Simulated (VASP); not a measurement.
# ScAl3 (Pm-3m) in VASP: further runs, part 2 of 2

VASP 6.6.1.

**4. Single point, LDA**

File INCAR:

```
SYSTEM = ScAl3
  PREC = Accurate
  ENCUT = 520
  EDIFF = 1E-6
  ISMEAR = -1
  SIGMA = 0.05
  LREAL = .FALSE.
  LASPH = .TRUE.
  NELM = 80
  ALGO = Normal
  ISIF = 2
  LWAVE = .FALSE.
  LCHARG = .FALSE.
  GGA = CA
  NBANDS = 18
```

File KPOINTS:

```
Automatic mesh
0
G
  7 7 7
  0 0 0
```

File POSCAR:

```
ScAl3
1.0
    4.0878065700      0.0000000000      0.0000000000
    0.0000000000      4.0878065700      0.0000000000
    0.0000000000      0.0000000000      4.0878065700
Sc Al
1 3
Direct
    0.0000000000      0.0000000000      0.0000000000
    0.5000000000      0.5000000000      0.0000000000
    0.0000000000      0.5000000000      0.5000000000
    0.5000000000      0.0000000000      0.5000000000
```

Potentials or basis: VASP PAW LDA potentials, release 64 (Sc_sv, Al).

Command:

```sh
cat potpaw_LDA.64/Sc_sv/POTCAR potpaw_LDA.64/Al/POTCAR > POTCAR
mpirun -np 1 vasp_std > vasp.out
```

OUTCAR:

```text
SYSTEM = ScAl3
   PREC = Accurate
   ENCUT = 520
   EDIFF = 1E-6
   ISMEAR = -1
   LREAL = .FALSE.
   LASPH = .TRUE.
   NELM = 80
   ISIF = 2
   GGA = CA

 ion  position               nearest neighbor table
   1  0.000  0.000  0.000-   2 2.89   3 2.89   4 2.89   3 2.89   4 2.89   2 2.89   3 2.89   3 2.89
                             2 2.89   4 2.89   4 2.89   2 2.89
   2  0.500  0.500  0.000-   1 2.89   3 2.89   4 2.89   3 2.89   4 2.89   1 2.89   4 2.89   4 2.89
                             1 2.89   3 2.89   3 2.89   1 2.89
   3  0.000  0.500  0.500-   1 2.89   2 2.89   4 2.89   1 2.89   2 2.89   1 2.89   4 2.89   1 2.89
                             2 2.89   4 2.89   2 2.89   4 2.89
   4  0.500  0.000  0.500-   1 2.89   2 2.89   3 2.89   1 2.89   2 2.89   2 2.89   3 2.89   2 2.89
                             1 2.89   3 2.89   1 2.89   3 2.89

  LATTYP: Found a simple cubic cell.
 ALAT       =     4.0878065700

  Lattice vectors:

 A1 = (   4.0878065700,   0.0000000000,   0.0000000000)
 A2 = (   0.0000000000,   4.0878065700,   0.0000000000)
 A3 = (   0.0000000000,   0.0000000000,   4.0878065700)

Analysis of symmetry for initial positions (statically):
=====================================================================
 Subroutine PRICEL returns:
 Original cell was already a primitive cell.

 Routine SETGRP: Setting up the symmetry group for a
 simple cubic supercell.

 Subroutine GETGRP returns: Found 48 space group operations
 (whereof 48 operations were pure point group operations)
 out of a pool of 48 trial point group operations.

The static configuration has the point symmetry O_h .

Analysis of symmetry for dynamics (positions and initial velocities):
=====================================================================
 Subroutine PRICEL returns:
 Original cell was already a primitive cell.

 Routine SETGRP: Setting up the symmetry group for a
 simple cubic supercell.

[... 120 lines left out ...]
   IALGO  =     38    algorithm
   IMIX   =      4    mixing-type and parameters
     AMIX     =   0.40;   BMIX     =  1.00
     AMIX_MAG =   1.60;   BMIX_MAG =  1.00
  volume/ion in A,a.u.               =      17.08       115.24
  Fermi-wavevector in a.u.,A,eV,Ry     =   1.087079  2.054282 16.078563  1.181741
  Thomas-Fermi vector in A             =   2.223230
   LORBIT       =      0    0 simple, 1 ext, 2 COOP (PROOUT), +10 PAW based schemes
   GGA     = CA    functional components
   LHFCALC =     F    Hartree Fock is set to
   AEXX    =    0.0000 exact exchange contribution
   IVDW    =     0    specifies the selected vdW correction
   LEPSILON=     F    determine dielectric tensor
   LRPA    =     F    only Hartree local field effects (RPA)
 non-spin polarized calculation
  energy-cutoff  :      520.00
  volume of cell :       68.31
 maximum number of plane-waves:      1850
   NGX = 15   NGY = 15   NGZ = 15

 number of electron      19.9999995 magnetization

 Free energy of the ion-electron system (eV)
  ---------------------------------------------------
  ext. energy  EPLUGINS =         0.00000000
  ---------------------------------------------------
  free energy    TOTEN  =       -21.26608955 eV

  energy without entropy =      -21.25306467  energy(sigma->0) =      -21.25957711

 E-fermi :   6.9587     XC(G=0): -10.6071

 val. band max:        6.8929848385   @ k =   0.4286   0.4286   0.1429
 cond. band min:       6.9814714726   @ k =   0.2857   0.0000   0.0000
 fundamental gap:      0.0884866342
 Fermi energy:         6.9586943495

 k-point     1 :       0.0000    0.0000    0.0000
  band No.  band energies     occupation
      1     -41.3360      2.00000
      2     -20.3848      2.00000
      3     -20.3848      2.00000
      4     -20.3848      2.00000
      5      -2.9283      2.00000
      6       4.4161      2.00000
[... 397 lines left out ...]
      5       1.3087      2.00000
      6       2.2683      2.00000
[... 10 lines left out ...]
     17      11.0829      0.00000
     18      16.3378      0.00000

------------------------ aborting loop because EDIFF is reached ----------------------------------------

  FORCE on cell =-STRESS in cart. coord.  units (eV):
  Direction    XX          YY          ZZ          XY          YZ          ZX
  --------------------------------------------------------------------------------------
  -------------------------------------------------------------------------------------
  Total       -1.5351097     -1.5351097     -1.5351097     -0.0000000     -0.0000000     -0.0000000
  in kB      -36.0063415    -36.0063415    -36.0063415     -0.0000000     -0.0000000     -0.0000000
  external PRESSURE =     -36.0063415 kB  Pullay stress =       0.0000000 kB

 VOLUME and BASIS-vectors are now :
 -----------------------------------------------------------------------------
  energy-cutoff  :      520.00
  volume of cell :       68.31
      direct lattice vectors                 reciprocal lattice vectors
     4.087806570  0.000000000  0.000000000     0.244629970  0.000000000  0.000000000
     0.000000000  4.087806570  0.000000000     0.000000000  0.244629970  0.000000000
     0.000000000  0.000000000  4.087806570     0.000000000  0.000000000  0.244629970

 POSITION                                       TOTAL-FORCE (eV/Angst)
 -----------------------------------------------------------------------------------
      0.00000      0.00000      0.00000         0.000000      0.000000      0.000000
      2.04390      2.04390      0.00000         0.000000      0.000000      0.000000
      0.00000      2.04390      2.04390         0.000000      0.000000      0.000000
      2.04390      0.00000      2.04390         0.000000      0.000000      0.000000
 -----------------------------------------------------------------------------------
    total drift:                               -0.000000     -0.000000      0.000000

  FREE ENERGIE OF THE ION-ELECTRON SYSTEM (eV)
  ---------------------------------------------------
  free  energy   TOTEN  =       -21.2660895517 eV

  energy  without entropy=      -21.2530646677  energy(sigma->0) =      -21.25957711
```

stdout:

```text
POSCAR found type information on POSCAR ScAl
 POSCAR found :  2 types and       4 ions
 scaLAPACK will be used
 LDA part: xc-table for (Slater(with rela. corr.)+CA(PZ))
 , standard interpolation
 POSCAR, INCAR and KPOINTS ok, starting setup
 FFT: planning ... GRIDC
 FFT: planning ... GRID_SOFT
 FFT: planning ... GRID
 WAVECAR not read
 entering main loop
```

Wall time 19 s (1 thread of AMD EPYC 7R43 (Zen 3), shared host); peak memory 0.12 GiB.

What came out:

```
Free energy            : -21.2661 eV
Pressure               : -3.6 GPa
Band gap on the k mesh : zero (band 10 reaches 8.01 eV, above the bottom of band 11 at 4.42 eV)
```

**5. Single point, PBE**

This run uses another cell than the first one, of 17.29 Å³/atom, 1.013 times its volume.

File INCAR:

```
PREC = Accurate
ENCUT = 520
EDIFF = 1E-6
ISMEAR = -1
SIGMA = 0.05
LREAL = False
LASPH = True
NELM = 60
ALGO = Normal
ISIF = 2
LWAVE = False
LCHARG = False
GGA = PE
NBANDS = 18
```

File KPOINTS:

```
regular mesh
0
Gamma
  7 7 7
```

File POSCAR:

```
ScAl3
1.0
    4.1049516733      0.0000000000      0.0000000000
    0.0000000000      4.1049516733      0.0000000000
    0.0000000000      0.0000000000      4.1049516733
Sc Al
1 3
Direct
    0.0000000000      0.0000000000      0.0000000000
    0.5000000000      0.5000000000      0.0000000000
    0.0000000000      0.5000000000      0.5000000000
    0.5000000000      0.0000000000      0.5000000000
```

Potentials or basis: VASP PAW PBE potentials, release 64 (Sc_sv, Al).

Command:

```sh
cat potpaw_PBE.64/Sc_sv/POTCAR potpaw_PBE.64/Al/POTCAR > POTCAR
mpirun -np 1 vasp_std > vasp.out
```

Run time: 21 s. Hardware: 1 thread of AMD EPYC 7R43 (Zen 3), shared host; peak memory 0.15 GiB.

It converged, with:

```yaml
Free_energy: -19.3054 eV
Pressure: 0.0 GPa
Band_gap_on_the_k_mesh: zero (band 10 reaches 8.13 eV, above the bottom of band 11 at 4.50 eV)
```

Levels at points of the mesh, in eV from the Fermi level:
```
           k point  band 7  band 8  band 9  band 10  band 11  band 12  band 13  band 14
(0.00, 0.00, 0.00)   -2.52   -1.72   -1.72    -1.72     1.36     1.38     1.38     1.38
```

**6. Overview**

| level | potentials or basis | cell | k mesh | smearing | grid for exact exchange (PRECFOCK) | gap on the mesh (eV) | pressure (GPa) |
| --- | --- | --- | --- | --- | --- | --- | --- |
| PBE0 | VASP PAW PBE potentials, release 64 (Sc_sv, Al) | a = 4.088 Å, 4 atoms | 4 × 4 × 4 | methfessel-paxton 0.05 eV | Normal | none | -0.2 |
| PBE | VASP PAW PBE potentials, release 64 (Sc_sv, Al) | a = 4.088 Å, 4 atoms | 7 × 7 × 7 | gaussian 0.011 eV | - | none | 1.1 |
| LDA | VASP PAW LDA potentials, release 64 (Sc_sv, Al) | a = 4.088 Å, 4 atoms | 7 × 7 × 7 | fermi-dirac 0.05 eV | - | none | -3.6 |
| PBE | VASP PAW PBE potentials, release 64 (Sc_sv, Al) | a = 4.105 Å, 4 atoms | 7 × 7 × 7 | fermi-dirac 0.05 eV | - | none | 0.0 |

Alike in all rows: task single point; no spin polarisation; cutoff (eV) 520.

Caveats: some runs use coarse meshes; the PAW data sets were made with another functional, which shifts forces and pressure a little (some runs).

Total energies depend on the potentials used, so only differences within one code and one set of settings carry meaning.
